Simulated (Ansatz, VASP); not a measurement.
## K in VASP and in Ansatz

File INCAR:

```
ALGO = Normal ; EDIFF = 1E-6
ENCUT = 520 ; GGA = RE
ISIF = 2 ; ISMEAR = -1
LASPH = True ; LCHARG = False
LREAL = False ; LWAVE = False
NBANDS = 20 ; NELM = 100
PREC = Accurate ; SIGMA = 0.1
```

Contents of KPOINTS:

```
k-points
0
Gamma
  6 6 8
```

The input POSCAR:

```
K
1.0
    7.4309454579      0.0000000000      0.0000000000
   -3.7154727290      6.4353875407      0.0000000000
    0.0000000000      0.0000000000      4.4292885325
K
3
Direct
    1.0000000000      0.0000000000      0.0000000000
    0.3333333333      0.6666666667      0.5000000000
    0.6666666667      0.3333333333      0.5000000000
```

Input for Ansatz:

```yaml
crystal:
  lattice:
    - [7.4309454579, 0.0, 0.0]
    - [-3.715472729, 6.4353875407, 0.0]
    - [0.0, 0.0, 4.4292885325]
  atoms:
    - { symbol: K, position: [1.0, 0.0, 0.0] }
    - { symbol: K, position: [0.3333333333, 0.6666666667, 0.5] }
    - { symbol: K, position: [0.6666666667, 0.3333333333, 0.5] }
hamiltonian:
  xc: revpbe
  pseudopotentials:
    kind: paw
    azcp:
      K: "pseudopotentials/K.paw.azcp"
basis:
  ecutwfc: 420
  fft_grid_basis: typed
kpoints:
  mp_grid: { grid: [6, 6, 8], shift: [0, 0, 0] }
magnetization:
  spin_polarized: false
scf:
  occupations: { method: fermi_dirac, width: 0.1 }
  lower_state_search: "off"
output:
  stress: true
  write_density: true
  write_potential: true
  elf: true
  volumetric_format: npy
```

Alike in both runs: task single point; functional revPBE; k mesh 6 × 6 × 8; occupations fermi-dirac, width 0.1 eV; no spin polarisation.

```csv
,VASP,Ansatz
version,VASP 6.6.1,Ansatz 0.2.0
potentials or method,"VASP PAW PBE potentials, release 64 (K_sv), cutoff 520 eV","plane waves (420 eV) with PAW, scalar-relativistic"
valence electrons in the cell,27,27
```

|  | VASP | Ansatz | Ansatz less VASP |
| --- | --- | --- | --- |
| pressure (GPa) | 0.5 | 0.5 | +0.01 |

VASP's potentials were made for PBE, not for revPBE. With one functional, cell and mesh, what is left measures potentials, basis and numerics.
